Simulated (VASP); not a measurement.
# In (Fm-3m) in VASP: notebook

In is run at these levels: PBEsol; tasks: single point.

Everything below comes from runs of VASP 6.6.1. Logs are shortened: lines on timing, memory, paths and dates and some standing lists are left out, and cuts for length are marked.

**1. The cell of the first run**

It takes space group Fm-3m (No. 225, cubic). The conventional cell has a = 4.674 Å, b = 4.674 Å, c = 4.674 Å, α = 90.00°, β = 90.00°, γ = 90.00°. Within 4.3 Å of In (site symmetry m-3m) lie 12 In at 3.31 Å.

**2. Single point, PBEsol**

File INCAR:

```
SYSTEM = In
PREC = Accurate
ENCUT = 520
EDIFF = 1E-6
ISMEAR = -1
SIGMA = 0.1
LREAL = .FALSE.
LASPH = .TRUE.
NELM = 80
ALGO = Normal
ISIF = 2
LWAVE = .FALSE.
LCHARG = .FALSE.
GGA = PS
NBANDS = 12
```

File KPOINTS:

```
regular mesh
0
G
  12 12 12
  0 0 0
```

File POSCAR:

```
In
1.0
    0.0000000000      2.3372295534      2.3372295534
    2.3372295534      0.0000000000      2.3372295534
    2.3372295534      2.3372295534      0.0000000000
In
1
Direct
    0.0000000000      0.0000000000      0.0000000000
```

Potentials or basis: VASP PAW PBE potentials, release 64 (In_d).

Started as:

```bash
cat potpaw_PBE.64/In_d/POTCAR > POTCAR
mpirun -np 1 vasp_std > vasp.out
```

OUTCAR:

```text
SYSTEM = In
   PREC = Accurate
   ENCUT = 520
   EDIFF = 1E-6
   ISMEAR = -1
   LREAL = .FALSE.
   LASPH = .TRUE.
   NELM = 80
   ISIF = 2
   GGA = PS

 ion  position               nearest neighbor table
   1  0.000  0.000  0.000-

  LATTYP: Found a face centered cubic cell.
 ALAT       =     4.6744591068

  Lattice vectors:

 A1 = (   0.0000000000,   2.3372295534,   2.3372295534)
 A2 = (   2.3372295534,   0.0000000000,   2.3372295534)
 A3 = (   2.3372295534,   2.3372295534,   0.0000000000)

Analysis of symmetry for initial positions (statically):
=====================================================================
 Subroutine PRICEL returns:
 Original cell was already a primitive cell.

 Routine SETGRP: Setting up the symmetry group for a
 face centered cubic supercell.

 Subroutine GETGRP returns: Found 48 space group operations
 (whereof 48 operations were pure point group operations)
 out of a pool of 48 trial point group operations.

The static configuration has the point symmetry O_h .

Analysis of symmetry for dynamics (positions and initial velocities):
=====================================================================
 Subroutine PRICEL returns:
 Original cell was already a primitive cell.

 Routine SETGRP: Setting up the symmetry group for a
 face centered cubic supercell.

 Subroutine GETGRP returns: Found 48 space group operations
 (whereof 48 operations were pure point group operations)
 out of a pool of 48 trial point group operations.

The dynamic configuration has the point symmetry O_h .

 Subroutine INISYM returns: Found 48 space group operations
 (whereof 48 operations are pure point group operations),
 and found     1 'primitive' translations

----------------------------------------------------------------------------------------

                                     Primitive cell

  volume of cell :      25.5349

  direct lattice vectors                    reciprocal lattice vectors
     0.000000000  2.337229553  2.337229553    -0.213928495  0.213928495  0.213928495
     2.337229553  0.000000000  2.337229553     0.213928495 -0.213928495  0.213928495
     2.337229553  2.337229553  0.000000000     0.213928495  0.213928495 -0.213928495

  length of vectors
     3.305341733  3.305341733  3.305341733     0.370535022  0.370535022  0.370535022

  position of ions in fractional coordinates (direct lattice)
     0.000000000  0.000000000  0.000000000

  ion indices of the primitive-cell ions
   primitive index   ion index
                 1           1

----------------------------------------------------------------------------------------

 KPOINTS: regular mesh

Automatic generation of k-mesh.
 Grid dimensions read from file:
 generate k-points for:   12   12   12

 Generating k-lattice:

  Cartesian coordinates                     Fractional coordinates (reciprocal lattice)
    -0.017827375  0.017827375  0.017827375     0.083333333  0.000000000  0.000000000
     0.017827375 -0.017827375  0.017827375     0.000000000  0.083333333  0.000000000
     0.017827375  0.017827375 -0.017827375     0.000000000  0.000000000  0.083333333

  Length of vectors
     0.030877918  0.030877918  0.030877918

  Shift w.r.t. Gamma in fractional coordinates (k-lattice)
     0.000000000  0.000000000  0.000000000

 Subroutine IBZKPT returns following result:
 ===========================================

 Found     72 irreducible k-points:

 Following reciprocal coordinates:
            Coordinates               Weight
  0.000000  0.000000  0.000000      1.000000
  0.083333  0.000000  0.000000      8.000000
  0.166667  0.000000  0.000000      8.000000
  0.250000  0.000000  0.000000      8.000000
  0.333333  0.000000  0.000000      8.000000
  0.416667  0.000000  0.000000      8.000000
[... 16 lines left out ...]
  0.500000  0.166667  0.000000     24.000000
 -0.416667  0.166667  0.000000     24.000000
 [... further k-points ...]
   k-points           NKPTS =     72   k-points in BZ     NKDIM =     72   number of bands    NBANDS=     12
   number of dos      NEDOS =    301   number of ions     NIONS =      1
   total plane-waves  NPLWV =  21952
   dimension x,y,z NGX =    28 NGY =   28 NGZ =   28
   dimension x,y,z NGXF=    56 NGYF=   56 NGZF=   56
   ions per type =               1
   NGX,Y,Z   is equivalent  to a cutoff of  14.08, 14.08, 14.08 a.u.
   NGXF,Y,Z  is equivalent  to a cutoff of  28.17, 28.17, 28.17 a.u.
 SYSTEM =  In
   PREC   = accura    normal or accurate (medium, high low for compatibility)
   ISTART =      0    job   : 0-new  1-cont  2-samecut
   ICHARG =      2    charge: 1-file 2-atom 10-const
   ISPIN  =      1    spin polarized calculation?
   LNONCOLLINEAR =      F non collinear calculations
   LSORBIT =      F    spin-orbit coupling
   LASPH  =      T    aspherical Exc in radial PAW
   ENCUT  =  520.0 eV  38.22 Ry    6.18 a.u.   6.15  6.15  6.15*2*pi/ulx,y,z
   NELM   =     80;   NELMIN=  2; NELMDL= -5     # of ELM steps
   EDIFF  = 0.1E-05   stopping-criterion for ELM
   LREAL  =      F    real-space projection
   EDIFFG = 0.1E-04   stopping-criterion for IOM
   NSW    =      0    number of steps for IOM
   IBRION =     -1    ionic relax: 0-MD 1-quasi-New 2-CG
   NFREE  =      0    steps in history (QN), initial steepest desc. (CG)
   ISIF   =      2    stress and relaxation
   ISYM   =      2    0-nonsym 1-usesym 2-fastsym
   POTIM  = 0.5000    time-step for ionic-motion
   TEBEG  =    0.0;   TEEND  =   0.0 temperature during run
   PSTRESS=    0.0 pullay stress
   NELECT =      13.0000    total number of electrons
   NUPDOWN=      -1.0000    fix difference up-down
   EMIN   =  10.00;   EMAX   =-10.00  energy-range for DOS
   EFERMI =   0.00;   METHOD = LEGACY
   ISMEAR =    -1;   SIGMA  =   0.10  broadening in eV -4-tet -1-fermi 0-gaus
   EFERMI_NEDOS =   21; number of points for ismear=-14 and -15
   IALGO  =     38    algorithm
   IMIX   =      4    mixing-type and parameters
     AMIX     =   0.40;   BMIX     =  1.00
     AMIX_MAG =   1.60;   BMIX_MAG =  1.00
  volume/ion in A,a.u.               =      25.53       172.32
  Fermi-wavevector in a.u.,A,eV,Ry     =   1.307208  2.470264 23.249524  1.708792
  Thomas-Fermi vector in A             =   2.437958
   LORBIT       =      0    0 simple, 1 ext, 2 COOP (PROOUT), +10 PAW based schemes
   GGA     = PS    functional components
   LHFCALC =     F    Hartree Fock is set to
   AEXX    =    0.0000 exact exchange contribution
   IVDW    =     0    specifies the selected vdW correction
   LEPSILON=     F    determine dielectric tensor
   LRPA    =     F    only Hartree local field effects (RPA)
 non-spin polarized calculation
  energy-cutoff  :      520.00
  volume of cell :       25.53
 maximum number of plane-waves:       701
 NGX is ok and might be reduce to    28
   NGX = 13   NGY = 13   NGZ = 13

 number of electron      13.0000002 magnetization

 Free energy of the ion-electron system (eV)
  ---------------------------------------------------
  ext. energy  EPLUGINS =         0.00000000
  ---------------------------------------------------
  free energy    TOTEN  =        -2.99120727 eV

  energy without entropy =       -2.97516091  energy(sigma->0) =       -2.98318409

 E-fermi :   7.5980     XC(G=0): -10.5221

 val. band max:        7.5466108518   @ k =  -0.3333   0.3333   0.0000
 cond. band min:       7.6479422132   @ k =  -0.3333   0.4167   0.0833
 fundamental gap:      0.1013313614
 Fermi energy:         7.5980195506

 k-point     1 :       0.0000    0.0000    0.0000
  band No.  band energies     occupation
      1      -6.9381      2.00000
      2      -6.9381      2.00000
      3      -6.9381      2.00000
      4      -6.7523      2.00000
      5      -6.7523      2.00000
      6      -2.1018      2.00000
      7      18.4018      0.00000
      8      18.4018      0.00000
      9      18.4018      0.00000
     10      19.2090      0.00000
     11      21.8278      0.00000
     12      21.8278      0.00000

 k-point     2 :       0.0833    0.0000    0.0000
  band No.  band energies     occupation
      1      -6.9405      2.00000
      2      -6.9254      2.00000
      3      -6.9254      2.00000
      4      -6.7537      2.00000
      5      -6.7537      2.00000
      6      -1.9468      2.00000
      7      16.5579      0.00000
      8      18.1287      0.00000
      9      18.1287      0.00000
     10      19.0523      0.00000
     11      22.3008      0.00000
     12      22.3008      0.00000

 k-point     3 :       0.1667    0.0000    0.0000
  band No.  band energies     occupation
      1      -6.9496      2.00000
      2      -6.9003      2.00000
      3      -6.9003      2.00000
      4      -6.7477      2.00000
      5      -6.7477      2.00000
      6      -1.4767      2.00000
      7      13.6491      0.00000
      8      17.5745      0.00000
      9      17.5745      0.00000
     10      18.9762      0.00000
     11      22.7349      0.00000
     12      23.1521      0.00000
[... 286 lines left out ...]
 k-point    23 :       0.5000    0.1667    0.0000
  band No.  band energies     occupation
      1      -7.0045      2.00000
      2      -6.9109      2.00000
      3      -6.8431      2.00000
      4      -6.6885      2.00000
      5      -6.5803      2.00000
      6       2.9502      2.00000
      7       5.6926      2.00000
      8      12.8676      0.00000
      9      14.4145      0.00000
     10      16.8051      0.00000
     11      22.9154      0.00000
     12      23.1105      0.00000

 k-point    24 :      -0.4167    0.1667    0.0000
  band No.  band energies     occupation
      1      -6.9856      2.00000
      2      -6.9158      2.00000
      3      -6.8511      2.00000
      4      -6.6644      2.00000
      5      -6.6080      2.00000
      6       3.4532      2.00000
      7       5.1004      2.00000
      8      12.2591      0.00000
      9      14.9679      0.00000
     10      17.1480      0.00000
     11      22.3876      0.00000
     12      22.6423      0.00000

 [... further k-points ...]
[... 5 lines left out ...]
  --------------------------------------------------------------------------------------
  -------------------------------------------------------------------------------------
  Total       -0.0015462     -0.0015462     -0.0015462      0.0000000      0.0000000     -0.0000000
  in kB       -0.0970158     -0.0970158     -0.0970158      0.0000000      0.0000000     -0.0000000
  external PRESSURE =      -0.0970158 kB  Pullay stress =       0.0000000 kB

 VOLUME and BASIS-vectors are now :
 -----------------------------------------------------------------------------
  energy-cutoff  :      520.00
  volume of cell :       25.53
      direct lattice vectors                 reciprocal lattice vectors
     0.000000000  2.337229553  2.337229553    -0.213928495  0.213928495  0.213928495
     2.337229553  0.000000000  2.337229553     0.213928495 -0.213928495  0.213928495
     2.337229553  2.337229553  0.000000000     0.213928495  0.213928495 -0.213928495

 POSITION                                       TOTAL-FORCE (eV/Angst)
 -----------------------------------------------------------------------------------
      0.00000      0.00000      0.00000        -0.000000      0.000000     -0.000000
 -----------------------------------------------------------------------------------
    total drift:                               -0.000000     -0.000000     -0.000000

  FREE ENERGIE OF THE ION-ELECTRON SYSTEM (eV)
  ---------------------------------------------------
  free  energy   TOTEN  =        -2.9912072691 eV

  energy  without entropy=       -2.9751609096  energy(sigma->0) =       -2.98318409
```

Wall time 10 s (1 thread of Intel Xeon 6975P-C (Granite Rapids), shared host); peak memory 0.15 GiB.

What came out:

```
Free energy : -2.9912 eV
Pressure    : 0.0 GPa
```

Caveat: the PAW data sets were made with another functional, which shifts forces and pressure a little; spin-orbit coupling is left out, which moves the levels of the heavy elements.

**3. Single point, PBEsol (volume scaled by 0.88)**

File INCAR:

```
SYSTEM = In
PREC     = Accurate       ! precision mode
ENCUT    = 520            ! plane-wave cutoff, eV
EDIFF    = 1E-6           ! SCF threshold, eV
ISMEAR   = -1             ! smearing method
SIGMA    = 0.1            ! smearing width, eV
LREAL    = .FALSE.        ! projectors in reciprocal space
LASPH    = .TRUE.         ! aspherical terms in the spheres
NELM     = 60             ! most SCF steps
ALGO     = Normal         ! electronic algorithm
ISIF     = 2              ! what is computed and relaxed
LWAVE    = .FALSE.        ! write WAVECAR
LCHARG   = .FALSE.        ! write CHGCAR
GGA      = PS             ! functional
NBANDS   = 12             ! bands
```

File KPOINTS:

```
Automatic mesh
0
G
  13 13 13
  0 0 0
```

File POSCAR:

```
In
1.0
    0.0000000000      2.2397296185      2.2397296185
    2.2397296185      0.0000000000      2.2397296185
    2.2397296185      2.2397296185      0.0000000000
In
1
Direct
    0.0000000000      0.0000000000      0.0000000000
```

Potentials or basis: VASP PAW PBE potentials, release 64 (In_d).

Started as:

```bash
cat potpaw_PBE.64/In_d/POTCAR > POTCAR
mpirun -np 1 vasp_std > vasp.out
```

It took 6 s on 1 thread of Intel Xeon 6975P-C (Granite Rapids), shared host; peak memory 0.14 GiB.

Results (log left out):

```yaml
Free_energy: -2.9199 eV
Pressure: 8.1 GPa
```

Levels at points of the mesh, in eV from the Fermi level:
```
           k point  band 4  band 5  band 6  band 7  band 8  band 9
(0.00, 0.00, 0.00)  -14.56  -14.56  -10.77   11.73   11.87   11.87
```

Caveat: the PAW data sets were made with another functional, which shifts forces and pressure a little; spin-orbit coupling is left out, which moves the levels of the heavy elements.

**4. Single point, PBEsol (volume scaled by 0.92)**

File INCAR:

```
SYSTEM = In
PREC = Accurate ; ENCUT = 520
EDIFF = 1E-6 ; ISMEAR = -1
SIGMA = 0.1 ; LREAL = .False.
LASPH = .True. ; NELM = 60
ALGO = Normal ; ISIF = 2
LWAVE = .False. ; LCHARG = .True.
GGA = PS ; LELF = .True.
LVHAR = .True. ; NBANDS = 12
```

File KPOINTS:

```
Automatic mesh
0
Gamma
  13 13 13
  0 0 0
```

File POSCAR:

```
In
1.0
    0.0000000000      2.2731633479      2.2731633479
    2.2731633479      0.0000000000      2.2731633479
    2.2731633479      2.2731633479      0.0000000000
In
1
Direct
    0.0000000000      0.0000000000      0.0000000000
```

Started as:

```bash
cat potpaw_PBE.64/In_d/POTCAR > POTCAR
mpirun -np 1 vasp_std > vasp.out
```

Wall time 6.6 s (1 thread of Intel Xeon 6975P-C (Granite Rapids), shared host); peak memory 0.14 GiB.

Results (log left out):

```
Free energy : -2.9611 eV
Pressure    : 4.8 GPa
```

Levels at points of the mesh, in eV from the Fermi level:
```csv
k point,band 2,band 3,band 4,band 5,band 6,band 7,band 8,band 9,band 10,band 11
"(0.00, 0.00, 0.00)",-14.74,-14.74,-14.51,-14.51,-10.41,11.47,11.47,11.47,11.67,14.87
```

Caveat: the PAW data sets were made with another functional, which shifts forces and pressure a little; spin-orbit coupling is left out, which moves the levels of the heavy elements.

**5. Single point, PBEsol (volume scaled by 0.96)**

File INCAR:

```
SYSTEM = In
PREC = Accurate
ENCUT = 520
EDIFF = 1E-6
ISMEAR = -1
SIGMA = 0.1
LREAL = .FALSE.
LASPH = .TRUE.
NELM = 80
ALGO = Normal
ISIF = 2
LWAVE = .FALSE.
LCHARG = .TRUE.
GGA = PS
LELF = .TRUE.
LVHAR = .TRUE.
NBANDS = 12
```

File KPOINTS:

```
regular mesh
0
G
  13 13 13
  0 0 0
```

File POSCAR:

```
In
1.0
    0.0000000000      2.3056414980      2.3056414980
    2.3056414980      0.0000000000      2.3056414980
    2.3056414980      2.3056414980      0.0000000000
In
1
Direct
    0.0000000000      0.0000000000      0.0000000000
```

Started as:

```bash
cat potpaw_PBE.64/In_d/POTCAR > POTCAR
mpirun -np 1 vasp_std > vasp.out
```

It took 6.6 s on 1 thread of Intel Xeon 6975P-C (Granite Rapids), shared host; peak memory 0.14 GiB.

It converged, with:

```
Free energy : -2.9833 eV
Pressure    : 2.1 GPa
```

Levels at points of the mesh, in eV from the Fermi level:
```
           k point  band 4  band 5  band 6  band 7  band 8  band 9
(0.00, 0.00, 0.00)  -14.46  -14.46  -10.08   11.09   11.09   11.09
```

Caveat: the PAW data sets were made with another functional, which shifts forces and pressure a little; spin-orbit coupling is left out, which moves the levels of the heavy elements.

**6. Summary**

```tsv
cell	k mesh	gap on the mesh (eV)	pressure (GPa)
a = 3.305 Å, angles 60.0°, 1 atom	12 × 12 × 12	none	0.0
a = 3.167 Å, angles 60.0°, 1 atom	13 × 13 × 13	none	8.1
a = 3.215 Å, angles 60.0°, 1 atom	13 × 13 × 13	none	4.8
a = 3.261 Å, angles 60.0°, 1 atom	13 × 13 × 13	none	2.1
```

Alike in all rows: task single point; level PBEsol; potentials or basis VASP PAW PBE potentials, release 64 (In_d); no spin polarisation; cutoff (eV) 520; smearing fermi-dirac 0.1 eV.

Caveats: the PAW data sets were made with another functional, which shifts forces and pressure a little; spin-orbit coupling is left out, which moves the levels of the heavy elements.

Total energies depend on the potentials used, so only differences within one code and one set of settings carry meaning.
